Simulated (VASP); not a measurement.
# WS2 (P6_3/mmc) in VASP: further runs

WS2 is run at these levels: PBE+D3(BJ); tasks: single point.

Program: VASP 6.6.1. These are calculated values, not measurements. Logs are shortened: lines on timing, memory, paths and dates and some standing lists are left out, and cuts for length are marked.

## Step 1: The cell of the first run

Symmetry: P6_3/mmc, No. 194, hexagonal system. The conventional cell has a = 2.890 Å, b = 2.890 Å, c = 14.460 Å, α = 90.00°, β = 90.00°, γ = 120.00°. Within 3.3 Å of W (site symmetry -6m2) lie 6 S at 2.51 Å and 6 W at 2.89 Å. Within 3.3 Å of S (site symmetry 3m) lie 3 W at 2.51 Å and 6 S at 2.89 Å.

## Step 2: Single point, PBE+D3(BJ)

INCAR

```
SYSTEM = WS2
PREC = Accurate
ENCUT = 520
EDIFF = 1E-6
ISMEAR = 0
SIGMA = 0.05
LREAL = .False.
LASPH = .True.
NELM = 100
ALGO = Normal
ISIF = 2
LWAVE = .False.
LCHARG = .False.
GGA = PE
IVDW = 12
NBANDS = 35
```

KPOINTS

```
Automatic mesh
0
Gamma
  12 12 4
  0 0 0
```

POSCAR

```
WS2
1.0
    2.8900741535      0.0000000000      0.0000000000
   -1.4450370767      2.5028776357      0.0000000000
    0.0000000000      0.0000000000     14.4603070014
W S
2 4
Direct
    0.3333333333      0.6666666667      0.2500000000
    0.6666666667      0.3333333333      0.7500000000
    0.3333333333      0.6666666667      0.6202873801
    0.6666666667      0.3333333333      0.1202873801
    0.3333333333      0.6666666667      0.8797126199
    0.6666666667      0.3333333333      0.3797126199
```

Potentials or basis: VASP PAW PBE potentials, release 64 (W_sv, S).

Launch:

```sh
$ cat potpaw_PBE.64/W_sv/POTCAR potpaw_PBE.64/S/POTCAR > POTCAR
$ mpirun -np 1 vasp_std > vasp.out
```

OUTCAR:

```text
SYSTEM = WS2
   PREC = Accurate
   ENCUT = 520
   EDIFF = 1E-6
   ISMEAR = 0
   LREAL = .False.
   LASPH = .True.
   NELM = 100
   ISIF = 2
   GGA = PE
   IVDW = 12
 IVDW          = 12

 ion  position               nearest neighbor table
   1  0.333  0.667  0.250-   4 2.51   6 2.51   4 2.51   6 2.51   4 2.51   6 2.51
   2  0.667  0.333  0.750-   3 2.51   5 2.51   3 2.51   5 2.51   3 2.51   5 2.51
   3  0.333  0.667  0.620-   2 2.51   2 2.51   2 2.51
   4  0.667  0.333  0.120-   1 2.51   1 2.51   1 2.51
   5  0.333  0.667  0.880-   2 2.51   2 2.51   2 2.51
   6  0.667  0.333  0.380-   1 2.51   1 2.51   1 2.51

  LATTYP: Found a hexagonal cell.
 ALAT       =     2.8900741535
 C/A-ratio  =     5.0034380550

  Lattice vectors:

 A1 = (   2.8900741535,   0.0000000000,   0.0000000000)
 A2 = (  -1.4450370767,   2.5028776357,   0.0000000000)
 A3 = (   0.0000000000,   0.0000000000,  14.4603070014)

Analysis of symmetry for initial positions (statically):
=====================================================================
 Subroutine PRICEL returns:
 Original cell was already a primitive cell.

 Routine SETGRP: Setting up the symmetry group for a
 hexagonal supercell.

 Subroutine GETGRP returns: Found 24 space group operations
 (whereof 12 operations were pure point group operations)
 out of a pool of 24 trial point group operations.

The static configuration has the point symmetry D_3d.
 The point group associated with its full space group is D_6h.

Analysis of symmetry for dynamics (positions and initial velocities):
=====================================================================
 Subroutine PRICEL returns:
 Original cell was already a primitive cell.

 Routine SETGRP: Setting up the symmetry group for a
 hexagonal supercell.

 Subroutine GETGRP returns: Found 24 space group operations
 (whereof 12 operations were pure point group operations)
 out of a pool of 24 trial point group operations.

The dynamic configuration has the point symmetry D_3d.
 The point group associated with its full space group is D_6h.

 Subroutine INISYM returns: Found 24 space group operations
 (whereof 12 operations are pure point group operations),
 and found     1 'primitive' translations

----------------------------------------------------------------------------------------

                                     Primitive cell

  volume of cell :     104.5987

  direct lattice vectors                    reciprocal lattice vectors
     2.890074154  0.000000000  0.000000000     0.346011883  0.199770054  0.000000000
    -1.445037077  2.502877636  0.000000000     0.000000000  0.399540108  0.000000000
     0.000000000  0.000000000 14.460307001     0.000000000  0.000000000  0.069154825

  length of vectors
     2.890074154  2.890074153 14.460307001     0.399540108  0.399540108  0.069154825

  position of ions in fractional coordinates (direct lattice)
     0.333333333  0.666666667  0.250000000
     0.666666667  0.333333333  0.750000000
     0.333333333  0.666666667  0.620287380
     0.666666667  0.333333333  0.120287380
     0.333333333  0.666666667  0.879712620
     0.666666667  0.333333333  0.379712620

  ion indices of the primitive-cell ions
   primitive index   ion index
                 1           1
                 2           2
                 3           3
                 4           4
                 5           5
                 6           6

----------------------------------------------------------------------------------------

 KPOINTS: Automatic mesh

Automatic generation of k-mesh.
 Grid dimensions read from file:
 generate k-points for:   12   12    4

 Generating k-lattice:

  Cartesian coordinates                     Fractional coordinates (reciprocal lattice)
     0.028834324  0.016647504  0.000000000     0.083333333  0.000000000  0.000000000
     0.000000000  0.033295009  0.000000000     0.000000000  0.083333333  0.000000000
     0.000000000  0.000000000  0.017288706     0.000000000  0.000000000  0.250000000

  Length of vectors
     0.033295009  0.033295009  0.017288706

  Shift w.r.t. Gamma in fractional coordinates (k-lattice)
     0.000000000  0.000000000  0.000000000

 Subroutine IBZKPT returns following result:
 ===========================================

 Found     57 irreducible k-points:

 Following reciprocal coordinates:
            Coordinates               Weight
  0.000000  0.000000  0.000000      1.000000
  0.083333  0.000000  0.000000      6.000000
  0.166667  0.000000  0.000000      6.000000
  0.250000  0.000000  0.000000      6.000000
  0.333333  0.000000  0.000000      6.000000
  0.416667  0.000000  0.000000      6.000000
[... 16 lines left out ...]
  0.250000  0.000000  0.250000     12.000000
  0.333333  0.000000  0.250000     12.000000
 [... further k-points ...]
   k-points           NKPTS =     57   k-points in BZ     NKDIM =     57   number of bands    NBANDS=     35
[... 54 lines left out ...]
   NGX = 11   NGY = 11   NGZ = 53

 number of electron      51.9999994 magnetization

 Free energy of the ion-electron system (eV)
  ---------------------------------------------------
  ext. energy  EPLUGINS =         0.00000000
  ---------------------------------------------------
  free energy    TOTEN  =       -44.02356527 eV

  energy without entropy =      -44.02239507  energy(sigma->0) =      -44.02298017

 E-fermi :   7.5550     XC(G=0): -11.0227

 val. band max:        7.5499813917   @ k =   0.1667   0.1667   0.2500
 cond. band min:       7.5769011007   @ k =   0.0000   0.0000   0.0000
 fundamental gap:      0.0269197090
 Fermi energy:         7.5549830219

 k-point     1 :       0.0000    0.0000    0.0000
  band No.  band energies     occupation
      1     -66.7910      2.00000
      2     -66.7909      2.00000
      3     -31.1730      2.00000
      4     -31.1729      2.00000
      5     -30.5740      2.00000
      6     -30.5740      2.00000
[... 27 lines left out ...]
     34      10.8448      0.00000
     35      12.9266      0.00000

 k-point     2 :       0.0833    0.0000    0.0000
  band No.  band energies     occupation
      1     -66.7869      2.00000
      2     -66.7869      2.00000
      3     -31.1637      2.00000
      4     -31.1637      2.00000
      5     -30.6301      2.00000
      6     -30.6301      2.00000
[... 27 lines left out ...]
     34      11.0013      0.00000
     35      13.1307      0.00000

 k-point     3 :       0.1667    0.0000    0.0000
  band No.  band energies     occupation
      1     -66.7759      2.00000
      2     -66.7759      2.00000
      3     -31.1384      2.00000
      4     -31.1384      2.00000
      5     -30.7812      2.00000
      6     -30.7812      2.00000
[... 27 lines left out ...]
     34      11.2621      0.00000
     35      13.3248      0.00000

 k-point     4 :       0.2500    0.0000    0.0000
  band No.  band energies     occupation
      1     -66.7609      2.00000
      2     -66.7608      2.00000
      3     -31.1036      2.00000
      4     -31.1036      2.00000
      5     -30.9826      2.00000
      6     -30.9826      2.00000
[... 27 lines left out ...]
     34      11.4015      0.00000
     35      13.2596      0.00000

 k-point     5 :       0.3333    0.0000    0.0000
  band No.  band energies     occupation
      1     -66.7458      2.00000
      2     -66.7458      2.00000
      3     -31.1787      2.00000
      4     -31.1787      2.00000
      5     -31.0687      2.00000
      6     -31.0686      2.00000
[... 638 lines left out ...]
 k-point    22 :       0.1667    0.0000    0.2500
  band No.  band energies     occupation
      1     -66.7759      2.00000
      2     -66.7759      2.00000
      3     -31.1384      2.00000
      4     -31.1384      2.00000
      5     -30.7812      2.00000
      6     -30.7812      2.00000
[... 27 lines left out ...]
     34      11.2534      0.00000
     35      13.4400      0.00000

 k-point    23 :       0.2500    0.0000    0.2500
  band No.  band energies     occupation
      1     -66.7609      2.00000
      2     -66.7609      2.00000
      3     -31.1036      2.00000
      4     -31.1036      2.00000
      5     -30.9826      2.00000
      6     -30.9826      2.00000
[... 27 lines left out ...]
     34      11.3877      0.00000
     35      13.3336      0.00000

 k-point    24 :       0.3333    0.0000    0.2500
  band No.  band energies     occupation
      1     -66.7458      2.00000
      2     -66.7458      2.00000
      3     -31.1787      2.00000
      4     -31.1787      2.00000
      5     -31.0687      2.00000
      6     -31.0686      2.00000
[... 27 lines left out ...]
     34      11.3914      0.00000
     35      13.0036      0.00000

 [... further k-points ...]

------------------------ aborting loop because EDIFF is reached ----------------------------------------

 Edisp (eV)   -2.60398

 E8    (eV) :    -1.0967

  FORCE on cell =-STRESS in cart. coord.  units (eV):
  Direction    XX          YY          ZZ          XY          YZ          ZX
  --------------------------------------------------------------------------------------
  -------------------------------------------------------------------------------------
  Total      12.40258    12.40258   -24.19574     0.00000    -0.00000     0.00000
  in kB     189.97508   189.97508  -370.61529     0.00000    -0.00000     0.00000
  external pressure =        3.11 kB  Pullay stress =        0.00 kB

 VOLUME and BASIS-vectors are now :
 -----------------------------------------------------------------------------
  energy-cutoff  :      520.00
  volume of cell :      104.60
      direct lattice vectors                 reciprocal lattice vectors
     2.890074154  0.000000000  0.000000000     0.346011883  0.199770054  0.000000000
    -1.445037077  2.502877636  0.000000000     0.000000000  0.399540108  0.000000000
     0.000000000  0.000000000 14.460307001     0.000000000  0.000000000  0.069154825

 POSITION                                       TOTAL-FORCE (eV/Angst)
 -----------------------------------------------------------------------------------
     -0.00000      1.66859      3.61508        -0.000000     -0.000000     -0.000000
      1.44504      0.83429     10.84523         0.000000      0.000000     -0.000000
     -0.00000      1.66859      8.96955         0.000000     -0.000000      2.944390
      1.44504      0.83429      1.73939         0.000000     -0.000000      2.944390
     -0.00000      1.66859     12.72091        -0.000000      0.000000     -2.944390
      1.44504      0.83429      5.49076        -0.000000      0.000000     -2.944390
 -----------------------------------------------------------------------------------
    total drift:                               -0.000000      0.000000     -0.000000

  FREE ENERGIE OF THE ION-ELECTRON SYSTEM (eV)
  ---------------------------------------------------
  free  energy   TOTEN  =       -46.6275481973 eV

  energy  without entropy=      -46.6263779955  energy(sigma->0) =      -46.62696310
```

Run time: 2.5 min. Hardware: 1 thread of Intel Xeon 6975P-C (Granite Rapids), shared host; peak memory 0.34 GiB.

What came out:

```yaml
Free_energy: -46.6275 eV
Pressure: 0.3 GPa
Largest_force: 2.944 eV/Å
Band_gap_on_the_k_mesh: zero (bands 26 and 27 overlap by 0.11 eV)
Dispersion_energy_per_atom: -0.434 eV
```

Forces in eV/Å, atoms in the order of the input:
```
W    0.000  0.000  0.000
W    0.000  0.000  0.000
S    0.000  0.000  2.944
S    0.000  0.000  2.944
S    0.000  0.000 -2.944
S    0.000  0.000 -2.944
```

Stress tensor (GPa, compression positive):
```
 19.00   0.00   0.00
  0.00  19.00   0.00
  0.00   0.00 -37.06
```

Levels at points of the mesh, in eV from the Fermi level:
| k point | band 23 | band 24 | band 25 | band 26 | band 27 | band 28 | band 29 | band 30 |
| --- | --- | --- | --- | --- | --- | --- | --- | --- |
| (0.00, 0.00, 0.00) | 0.02 | 0.02 | 0.04 | 0.04 | 2.74 | 2.74 | 2.79 | 2.79 |
| (0.50, 0.00, 0.00) | -1.94 | -1.82 | -0.40 | -0.31 | 1.97 | 2.33 | 2.47 | 3.20 |
| (0.00, 0.00, 0.50) | 0.03 | 0.03 | 0.03 | 0.03 | 2.76 | 2.76 | 2.76 | 2.76 |
| (0.50, 0.00, 0.50) | -1.88 | -1.88 | -0.35 | -0.35 | 2.13 | 2.13 | 2.81 | 2.81 |

Caveat: spin-orbit coupling is left out, which moves the levels of the heavy elements; forces of over 1 eV/Å act on the atoms, so gaps and moduli don't describe the material at rest.

## Step 3: Single point, PBE+D3(BJ)

This run uses another cell than the first one, of the same volume but with other edges.

INCAR

```
ALGO = Normal
EDIFF = 1E-6
ENCUT = 520
GGA = PE
ISIF = 2
ISMEAR = 0
IVDW = 12
LASPH = T
LCHARG = F
LREAL = F
LWAVE = F
NBANDS = 35
NELM = 60
PREC = Accurate
SIGMA = 0.05
```

KPOINTS

```
k-points
0
Gamma
  12 12 4
```

Changes to POSCAR since step 2:

```diff
@@ -2,5 +2,5 @@
 1.0
-    2.8900741535      0.0000000000      0.0000000000
-   -1.4450370767      2.5028776357      0.0000000000
-    0.0000000000      0.0000000000     14.4603070014
+    2.9682218297      0.0000000000      0.0000000000
+   -1.4841109149      2.5705555086      0.0000000000
+    0.0000000000      0.0000000000     13.7089052851
 W S
```

Potentials or basis: VASP PAW PBE potentials, release 64 (W_sv, S).

Launch:

```sh
$ cat potpaw_PBE.64/W_sv/POTCAR potpaw_PBE.64/S/POTCAR > POTCAR
$ mpirun -np 1 vasp_std > vasp.out
```

Wall time 2.4 min (1 thread of Intel Xeon 6975P-C (Granite Rapids), shared host); peak memory 0.34 GiB.

Results (log left out):

| Quantity | Value |
| --- | --- |
| Free energy | -48.2995 eV |
| Pressure | -0.7 GPa |
| Largest force | 2.189 eV/Å |
| Band gap on the k mesh | 0.75 eV (least direct gap 1.31 eV) |
| Dispersion energy per atom | -0.434 eV |

Forces in eV/Å, atoms in the order of the input:
```
W    0.000  0.000  0.000
W    0.000  0.000  0.000
S    0.000  0.000  2.189
S    0.000  0.000  2.189
S    0.000  0.000 -2.189
S    0.000  0.000 -2.189
```

Stress tensor (GPa, compression positive):
```
 12.24   0.00   0.00
  0.00  12.24   0.00
  0.00   0.00 -26.59
```

Levels at points of the mesh, in eV from the valence-band top:
| k point | band 22 | band 23 | band 24 | band 25 | band 26 | band 27 | band 28 | band 29 | band 30 | band 31 |
| --- | --- | --- | --- | --- | --- | --- | --- | --- | --- | --- |
| (0.00, 0.00, 0.00) | -0.91 | -0.24 | -0.24 | -0.22 | -0.22 | 3.04 | 3.04 | 3.12 | 3.12 | 3.45 |
| (0.50, 0.00, 0.00) | -2.43 | -1.31 | -1.24 | -0.37 | -0.25 | 2.75 | 3.20 | 3.25 | 4.07 | 4.11 |
| (0.00, 0.00, 0.50) | -1.23 | -0.23 | -0.23 | -0.23 | -0.23 | 3.08 | 3.08 | 3.08 | 3.08 | 3.46 |
| (0.50, 0.00, 0.50) | -2.45 | -1.27 | -1.27 | -0.31 | -0.31 | 2.96 | 2.96 | 3.62 | 3.62 | 4.11 |

Caveat: spin-orbit coupling is left out, which moves the levels of the heavy elements; forces of over 1 eV/Å act on the atoms, so gaps and moduli don't describe the material at rest.

## Step 4: Single point, PBE+D3(BJ)

This run uses another cell than the first one, of the same volume but with other edges.

INCAR

```
SYSTEM = WS2
PREC     = Accurate       ! precision mode
ENCUT    = 520            ! plane-wave cutoff, eV
EDIFF    = 1E-6           ! SCF threshold, eV
ISMEAR   = 0              ! smearing method
SIGMA    = 0.05           ! smearing width, eV
LREAL    = .False.        ! projectors in reciprocal space
LASPH    = .True.         ! aspherical terms in the spheres
NELM     = 100            ! most SCF steps
ALGO     = Normal         ! electronic algorithm
ISIF     = 2              ! what is computed and relaxed
LWAVE    = .False.        ! write WAVECAR
LCHARG   = .False.        ! write CHGCAR
GGA      = PE             ! functional
IVDW     = 12             ! dispersion correction
NBANDS   = 35             ! bands
```

KPOINTS

```
Automatic mesh
0
Gamma
  12 12 4
  0 0 0
```

Changes to POSCAR since step 3:

```diff
@@ -2,5 +2,5 @@
 1.0
-    2.9682218297      0.0000000000      0.0000000000
-   -1.4841109149      2.5705555086      0.0000000000
-    0.0000000000      0.0000000000     13.7089052851
+    3.2431036401      0.0000000000      0.0000000000
+   -1.6215518200      2.8086101394      0.0000000000
+    0.0000000000      0.0000000000     11.4834882429
 W S
```

Launch:

```sh
$ cat potpaw_PBE.64/W_sv/POTCAR potpaw_PBE.64/S/POTCAR > POTCAR
$ mpirun -np 1 vasp_std > vasp.out
```

Run time: 2 min. Hardware: 1 thread of Intel Xeon 6975P-C (Granite Rapids), shared host; peak memory 0.32 GiB.

The run converged. Its results:

| Quantity | Value |
| --- | --- |
| Free energy | -49.5056 eV |
| Pressure | 1.1 GPa |
| Largest force | 1.008 eV/Å |
| Band gap on the k mesh | 0.22 eV (least direct gap 1.35 eV) |
| Dispersion energy per atom | -0.436 eV |

Forces in eV/Å, atoms in the order of the input:
```
W    0.000  0.000  0.000
W    0.000  0.000  0.000
S    0.000  0.000 -1.008
S    0.000  0.000 -1.008
S    0.000  0.000  1.008
S    0.000  0.000  1.008
```

Stress tensor (GPa, compression positive):
```
-4.26  0.00  0.00
 0.00 -4.26  0.00
 0.00  0.00 11.87
```

Levels at points of the mesh, in eV from the valence-band top:
```csv
k point,band 24,band 25,band 26,band 27,band 28,band 29
"(0.00, 0.00, 0.00)",-1.12,-1.11,0.00,1.61,1.61,1.62
"(0.50, 0.00, 0.00)",-2.64,-2.26,-1.83,1.35,1.45,1.83
"(0.00, 0.00, 0.50)",-2.83,-0.19,-0.19,1.60,1.60,1.60
"(0.50, 0.00, 0.50)",-2.80,-1.99,-1.99,1.39,1.39,1.89
```

Caveat: spin-orbit coupling is left out, which moves the levels of the heavy elements; forces of over 1 eV/Å act on the atoms, so gaps and moduli don't describe the material at rest. A k mesh can miss the band edges.

## Step 5: Overview

| cell | gap on the mesh (eV) | pressure (GPa) | largest force (eV/Å) |
| --- | --- | --- | --- |
| a = 2.890, b = 2.890, c = 14.460 Å, angles 90.0, 90.0, 120.0°, 6 atoms | none | 0.3 | 2.94 |
| a = 2.968, b = 2.968, c = 13.709 Å, angles 90.0, 90.0, 120.0°, 6 atoms | 0.75 | -0.7 | 2.19 |
| a = 3.243, b = 3.243, c = 11.483 Å, angles 90.0, 90.0, 120.0°, 6 atoms | 0.22 | 1.1 | 1.01 |

Alike in all rows: task single point; level PBE+D3(BJ); potentials or basis VASP PAW PBE potentials, release 64 (W_sv, S); no spin polarisation; k mesh 12 × 12 × 4; cutoff (eV) 520; smearing gaussian 0.05 eV.

Caveats: spin-orbit coupling is left out, which moves the levels of the heavy elements; forces of over 1 eV/Å act on the atoms, so gaps and moduli don't describe the material at rest.

Total energies depend on the potentials used, so only differences within one code and one set of settings carry meaning.
